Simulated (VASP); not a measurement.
# Ca2Se2 in VASP: a series of runs

Ca2Se2 is run at these levels: PBE; tasks: single point, relaxation of the atoms.

Everything below comes from runs of VASP 6.6.1. Logs are shortened: lines on timing, memory, paths and dates and some standing lists are left out, and cuts for length are marked.

**1. The cell of the first run**

The cell holds a cluster in a box, 4 atoms: a = 11.500 Å, b = 11.800 Å, c = 9.100 Å, α = 90.00°, β = 90.00°, γ = 90.00°.

**2. Single point, PBE**

Contents of INCAR:

```
SYSTEM = CaSe
PREC = Accurate ; ENCUT = 520
EDIFF = 1E-7 ; ISMEAR = 0
SIGMA = 0.05 ; LREAL = .False.
LASPH = .True. ; NELM = 80
ALGO = Normal ; ISIF = 2
LWAVE = .False. ; LCHARG = .False.
GGA = PE ; NBANDS = 24
```

Contents of KPOINTS:

```
Automatic mesh
0
Gamma
  1 1 1
  0 0 0
```

Contents of POSCAR:

```
CaSe
1.0
   11.5000000000      0.0000000000      0.0000000000
    0.0000000000     11.8000000000      0.0000000000
    0.0000000000      0.0000000000      9.1000000000
Ca Se
2 2
Direct
    0.3978296428      0.3991297035      0.4981091820
    0.6034380149      0.6001988022      0.5029832529
    0.6279024575      0.3762644238      0.4988307976
    0.3733996277      0.6231004948      0.5024977753
```

Potentials or basis: VASP PAW PBE potentials, release 64 (Ca_sv, Se).

Launch:

```console
$ cat potpaw_PBE.64/Ca_sv/POTCAR potpaw_PBE.64/Se/POTCAR > POTCAR
$ mpirun -np 1 vasp_gam > vasp.out
```

OUTCAR:

```text
SYSTEM = CaSe
   PREC = Accurate
   ENCUT = 520
   EDIFF = 1E-7
   ISMEAR = 0
   LREAL = .False.
   LASPH = .True.
   NELM = 80
   ISIF = 2
   GGA = PE

 ion  position               nearest neighbor table
   1  0.398  0.399  0.498-   4 2.66   3 2.66
   2  0.603  0.600  0.503-   3 2.66   4 2.66
   3  0.628  0.376  0.499-   2 2.66   1 2.66
   4  0.373  0.623  0.502-   1 2.66   2 2.66

  LATTYP: Found a simple orthorhombic cell.
 ALAT       =     9.1000000000
 B/A-ratio  =     1.2637362637
 C/A-ratio  =     1.2967032967

  Lattice vectors:

 A1 = (   0.0000000000,   0.0000000000,   9.1000000000)
 A2 = (  11.5000000000,   0.0000000000,   0.0000000000)
 A3 = (   0.0000000000,  11.8000000000,   0.0000000000)

Analysis of symmetry for initial positions (statically):
=====================================================================
 Subroutine PRICEL returns:
 Original cell was already a primitive cell.

 Routine SETGRP: Setting up the symmetry group for a
 simple orthorhombic supercell.

 Subroutine GETGRP returns: Found  1 space group operations
 (whereof  1 operations were pure point group operations)
 out of a pool of  8 trial point group operations.

The static configuration has the point symmetry C_1 .

Analysis of symmetry for dynamics (positions and initial velocities):
=====================================================================
 Subroutine PRICEL returns:
 Original cell was already a primitive cell.

 Routine SETGRP: Setting up the symmetry group for a
 simple orthorhombic supercell.

 Subroutine GETGRP returns: Found  1 space group operations
 (whereof  1 operations were pure point group operations)
 out of a pool of  8 trial point group operations.

The dynamic configuration has the point symmetry C_1 .

 Subroutine INISYM returns: Found  1 space group operations
 (whereof  1 operations are pure point group operations),
 and found     1 'primitive' translations

----------------------------------------------------------------------------------------

                                     Primitive cell

  volume of cell :    1234.8700

  direct lattice vectors                    reciprocal lattice vectors
    11.500000000  0.000000000  0.000000000     0.086956522  0.000000000  0.000000000
     0.000000000 11.800000000  0.000000000     0.000000000  0.084745763  0.000000000
     0.000000000  0.000000000  9.100000000     0.000000000  0.000000000  0.109890110

  length of vectors
    11.500000000 11.800000000  9.100000000     0.086956522  0.084745763  0.109890110

  position of ions in fractional coordinates (direct lattice)
     0.397829643  0.399129704  0.498109182
     0.603438015  0.600198802  0.502983253
     0.627902457  0.376264424  0.498830798
     0.373399628  0.623100495  0.502497775

  ion indices of the primitive-cell ions
   primitive index   ion index
                 1           1
                 2           2
                 3           3
                 4           4

----------------------------------------------------------------------------------------

 KPOINTS: Automatic mesh

Automatic generation of k-mesh.
 Grid dimensions read from file:
 generate k-points for:    1    1    1

 Generating k-lattice:

  Cartesian coordinates                     Fractional coordinates (reciprocal lattice)
     0.086956522  0.000000000  0.000000000     1.000000000  0.000000000  0.000000000
     0.000000000  0.084745763  0.000000000     0.000000000  1.000000000  0.000000000
     0.000000000  0.000000000  0.109890110     0.000000000  0.000000000  1.000000000

  Length of vectors
     0.086956522  0.084745763  0.109890110

  Shift w.r.t. Gamma in fractional coordinates (k-lattice)
     0.000000000  0.000000000  0.000000000

 Subroutine IBZKPT returns following result:
 ===========================================

 Found      1 irreducible k-points:

 Following reciprocal coordinates:
            Coordinates               Weight
  0.000000  0.000000  0.000000      1.000000
   k-points           NKPTS =      1   k-points in BZ     NKDIM =      1   number of bands    NBANDS=     24
   number of dos      NEDOS =    301   number of ions     NIONS =      4
   total plane-waves  NPLWV = 567000
   dimension x,y,z NGX =    90 NGY =   90 NGZ =   70
   dimension x,y,z NGXF=   180 NGYF=  180 NGZF=  140
   ions per type =               2   2
   NGX,Y,Z   is equivalent  to a cutoff of  13.01, 12.68, 12.79 a.u.
   NGXF,Y,Z  is equivalent  to a cutoff of  26.02, 25.36, 25.58 a.u.
 SYSTEM =  CaSe
   PREC   = accura    normal or accurate (medium, high low for compatibility)
   ISTART =      0    job   : 0-new  1-cont  2-samecut
   ICHARG =      2    charge: 1-file 2-atom 10-const
   ISPIN  =      1    spin polarized calculation?
   LNONCOLLINEAR =      F non collinear calculations
   LSORBIT =      F    spin-orbit coupling
   LASPH  =      T    aspherical Exc in radial PAW
   ENCUT  =  520.0 eV  38.22 Ry    6.18 a.u.  21.38 21.94 16.92*2*pi/ulx,y,z
   NELM   =     80;   NELMIN=  2; NELMDL= -5     # of ELM steps
   EDIFF  = 0.1E-06   stopping-criterion for ELM
   LREAL  =      F    real-space projection
   EDIFFG = 0.1E-05   stopping-criterion for IOM
   NSW    =      0    number of steps for IOM
   IBRION =     -1    ionic relax: 0-MD 1-quasi-New 2-CG
   NFREE  =      0    steps in history (QN), initial steepest desc. (CG)
   ISIF   =      2    stress and relaxation
   ISYM   =      2    0-nonsym 1-usesym 2-fastsym
   POTIM  = 0.5000    time-step for ionic-motion
   TEBEG  =    0.0;   TEEND  =   0.0 temperature during run
   PSTRESS=    0.0 pullay stress
   NELECT =      32.0000    total number of electrons
   NUPDOWN=      -1.0000    fix difference up-down
   EMIN   =  10.00;   EMAX   =-10.00  energy-range for DOS
   EFERMI =   0.00;   METHOD = LEGACY
   ISMEAR =     0;   SIGMA  =   0.05  broadening in eV -4-tet -1-fermi 0-gaus
   EFERMI_NEDOS =   21; number of points for ismear=-14 and -15
   IALGO  =     38    algorithm
   IMIX   =      4    mixing-type and parameters
     AMIX     =   0.40;   BMIX     =  1.00
     AMIX_MAG =   1.60;   BMIX_MAG =  1.00
  volume/ion in A,a.u.               =     308.72      2083.33
  Fermi-wavevector in a.u.,A,eV,Ry     =   0.484452  0.915482  3.193207  0.234694
  Thomas-Fermi vector in A             =   1.484156
   LORBIT       =      0    0 simple, 1 ext, 2 COOP (PROOUT), +10 PAW based schemes
   GGA     = PE    functional components
   LHFCALC =     F    Hartree Fock is set to
   AEXX    =    0.0000 exact exchange contribution
   IVDW    =     0    specifies the selected vdW correction
   LEPSILON=     F    determine dielectric tensor
   LRPA    =     F    only Hartree local field effects (RPA)
 non-spin polarized calculation
 Gauss-broadening in eV      SIGMA  =   0.05
  energy-cutoff  :      520.00
  volume of cell :     1234.87
 maximum number of plane-waves:     16593
 NGX is ok and might be reduce to    90
   NGX = 43   NGY = 43   NGZ = 33

 number of electron      31.9999998 magnetization

 Free energy of the ion-electron system (eV)
  ---------------------------------------------------
  ext. energy  EPLUGINS =         0.00000000
  ---------------------------------------------------
  free energy    TOTEN  =       -13.24663535 eV

  energy without entropy =      -13.24663535  energy(sigma->0) =      -13.24663535

 E-fermi :  -3.4383     XC(G=0):  -1.7213

 val. band max:       -3.8014768244   @ k =   0.0000   0.0000   0.0000
 cond. band min:      -1.7019823204   @ k =   0.0000   0.0000   0.0000
 fundamental gap:      2.0994945040
 Fermi energy:        -3.4382605550

 k-point     1 :       0.0000    0.0000    0.0000
  band No.  band energies     occupation
      1     -44.4323      2.00000
      2     -44.4160      2.00000
      3     -25.5917      2.00000
      4     -25.5808      2.00000
      5     -25.5635      2.00000
      6     -25.4100      2.00000
[... 16 lines left out ...]
     23      -0.0189      0.00000
     24       0.0238      0.00000

------------------------ aborting loop because EDIFF is reached ----------------------------------------

  FORCE on cell =-STRESS in cart. coord.  units (eV):
  Direction    XX          YY          ZZ          XY          YZ          ZX
  --------------------------------------------------------------------------------------
  -------------------------------------------------------------------------------------
  Total       -0.0186519      0.0397697      0.1776929     -0.0133425      0.0057065      0.0010157
  in kB       -0.0241998      0.0515990      0.2305470     -0.0173112      0.0074039      0.0013178
  external PRESSURE =       0.0859821 kB  Pullay stress =       0.0000000 kB

 VOLUME and BASIS-vectors are now :
 -----------------------------------------------------------------------------
  energy-cutoff  :      520.00
  volume of cell :     1234.87
      direct lattice vectors                 reciprocal lattice vectors
    11.500000000  0.000000000  0.000000000     0.086956522  0.000000000  0.000000000
     0.000000000 11.800000000  0.000000000     0.000000000  0.084745763  0.000000000
     0.000000000  0.000000000  9.100000000     0.000000000  0.000000000  0.109890110

 POSITION                                       TOTAL-FORCE (eV/Angst)
 -----------------------------------------------------------------------------------
      4.57504      4.70973      4.53279        -0.029247     -0.035084     -0.000661
      6.93954      7.08235      4.57715         0.031820      0.037879      0.001713
      7.22088      4.43992      4.53936         0.032906     -0.041915     -0.001237
      4.29410      7.35259      4.57273        -0.035479      0.039120      0.000185
 -----------------------------------------------------------------------------------
    total drift:                                0.000238     -0.000026      0.000062

  FREE ENERGIE OF THE ION-ELECTRON SYSTEM (eV)
  ---------------------------------------------------
  free  energy   TOTEN  =       -13.2466353531 eV

  energy  without entropy=      -13.2466353531  energy(sigma->0) =      -13.24663535
```

It took 1.9 min on 1 thread of AMD EPYC 7R13 (Zen 3), shared host; peak memory 0.9 GiB.

Results:

```
Free energy                     : -13.2466 eV
Largest force                   : 0.053 eV/Å
Gap between the frontier levels : 2.10 eV
```

Forces on the atoms (eV/Å):
```
Ca  -0.029 -0.035 -0.001
Ca   0.032  0.038  0.002
Se   0.033 -0.042 -0.001
Se  -0.035  0.039  0.000
```

**3. Relaxation of the atoms, PBE**

Contents of INCAR:

```
SYSTEM = CaSe
PREC = Accurate
ENCUT = 520
EDIFF = 1E-7
ISMEAR = 0
SIGMA = 0.05
LREAL = .False.
LASPH = .True.
NELM = 100
ALGO = Normal
ISIF = 2
LWAVE = .False.
LCHARG = .False.
GGA = PE
IBRION = 2
NSW = 60
EDIFFG = -0.03
```

Contents of KPOINTS:

```
regular mesh
0
Gamma
  1 1 1
  0 0 0
```

Contents of POSCAR:

```
CaSe
1.0
   11.5000000000      0.0000000000      0.0000000000
    0.0000000000     11.8000000000      0.0000000000
    0.0000000000      0.0000000000      9.1000000000
Ca Se
2 2
Direct
    0.3746451463      0.3701177142      0.4972724614
    0.6321012051      0.6306614912      0.5035155158
    0.6260008591      0.3712693154      0.4989029733
    0.3698225324      0.6266449035      0.5027300574
```

Potentials or basis: VASP PAW PBE potentials, release 64 (Ca_sv, Se).

Launch:

```console
$ cat potpaw_PBE.64/Ca_sv/POTCAR potpaw_PBE.64/Se/POTCAR > POTCAR
$ mpirun -np 1 vasp_gam > vasp.out
```

Run time: 14 min. Hardware: 1 thread of AMD EPYC 7R13 (Zen 3), shared host; peak memory 1.1 GiB.

It converged, with:

| Quantity | Value |
| --- | --- |
| Free energy | -13.2470 eV |
| Energy gained by relaxing | 386.8 meV/atom |
| Ionic steps | 12 |
| Largest force after relaxing | 0.006 eV/Å |
| Gap between the frontier levels | 2.09 eV |

Forces on the atoms (eV/Å):
```
Ca   0.005  0.000  0.000
Ca   0.004 -0.003  0.001
Se  -0.004  0.001 -0.001
Se  -0.004  0.002 -0.001
```

Step by step:
| step | energy change (eV) | largest force (eV/Å) | pressure (GPa) |
| --- | --- | --- | --- |
| 1 | 0.0000 | 2.7590 | -0.73 |
| 2 | -0.7502 | 2.3052 | -0.54 |
| 3 | -1.4079 | 1.0861 | 0.16 |
| 4 | -1.4199 | 0.6965 | 0.00 |
| 5 | -1.4233 | 0.8055 | 0.04 |
| 6 | -1.4872 | 0.4674 | 0.04 |
| 7 | -1.5115 | 0.4832 | 0.04 |
| 8 | -1.5382 | 0.2286 | -0.01 |
| 9 | -1.5418 | 0.2089 | -0.04 |
| 10 | -1.5468 | 0.0554 | -0.01 |
| 11 | -1.5469 | 0.0372 | 0.00 |
| 12 | -1.5470 | 0.0057 | -0.01 |

Final structure:
```cif
data_structure
_symmetry_space_group_name_H-M 'P 1'
_symmetry_Int_Tables_number 1
_cell_length_a 11.5000
_cell_length_b 11.8000
_cell_length_c 9.1000
_cell_angle_alpha 90.000
_cell_angle_beta 90.000
_cell_angle_gamma 90.000
_cell_volume 1234.87
loop_
_atom_site_label
_atom_site_type_symbol
_atom_site_fract_x
_atom_site_fract_y
_atom_site_fract_z
_atom_site_occupancy
Ca1 Ca 0.39771 0.39897 0.49802 1
Ca2 Ca 0.60352 0.60039 0.50300 1
Se1 Se 0.62819 0.37593 0.49885 1
Se2 Se 0.37315 0.62340 0.50255 1
```

Levels at points of the mesh, in eV from the valence-band top:
```
           k point  band 14  band 15  band 16  band 17  band 18  band 19
(0.00, 0.00, 0.00)    -0.22    -0.19     0.00     2.09     2.52     3.28
```
